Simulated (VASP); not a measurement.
Wanted: the native input for a VASP 6.6.1 run.

```yaml
Task: relaxation of cell and atoms
Functional: LDA
Potentials_or_basis: VASP PAW LDA potentials, release 64 (In_d, Sb)
Cutoff: 600 eV
k_mesh: 16 × 16 × 16
Occupations: gaussian, width 0.1 eV
Spin: no spin polarisation
Dipole_correction: no
Further_INCAR_settings: ALGO = Normal; EDIFF = 1e-06; IBRION = 2; EDIFFG = -0.002; NSW = 100; ISIF = 3
```

The structure of InSb lies in POSCAR:

```
InSb
1.0
    0.0000000000      3.3166107100      3.3166107100
    3.3166107100      0.0000000000      3.3166107100
    3.3166107100      3.3166107100      0.0000000000
In Sb
1 1
Direct
    0.0000000000      0.0000000000      0.0000000000
    0.7500000000      0.7500000000      0.7500000000
```

One way to write it, as run:

INCAR

```
PREC = Accurate
ENCUT = 600
EDIFF = 1E-6
ISMEAR = 0
SIGMA = 0.1
LREAL = F
LASPH = T
NELM = 60
ALGO = Normal
ISIF = 3
LWAVE = F
LCHARG = F
IBRION = 2
NSW = 100
EDIFFG = -0.002
```

KPOINTS

```
regular mesh
0
Gamma
  16 16 16
```

Potentials or basis: VASP PAW LDA potentials, release 64 (In_d, Sb).

The run is started by

```sh
$ cat potpaw_LDA.64/In_d/POTCAR potpaw_LDA.64/Sb/POTCAR > POTCAR
$ mpirun -np 1 vasp_std > vasp.out
```

Results of the run:

* Relaxed volume: 33.62 Å³/atom
* Relaxed cell: a = 4.564 Å, b = 4.564 Å, c = 4.564 Å, α = 60.00°, β = 60.00°, γ = 60.00°
* Space group after relaxing (to 0.1 Å): F-43m (No. 216)
* Energy gained by relaxing: 30.3 meV/atom
* Ionic steps: 17
* Pressure after relaxing: 0.0 GPa
* Band gap on the k mesh: zero (filled and empty bands touch)

Caveat: semilocal functionals underestimate gaps, so a narrow gap can read as zero; spin-orbit coupling is left out, which moves the levels of the heavy elements.

Wall time 9.8 min on 1 thread of AMD EPYC 9R45 96-Core Processor (Zen 5), with other jobs on the host, peak memory 0.31 GiB.
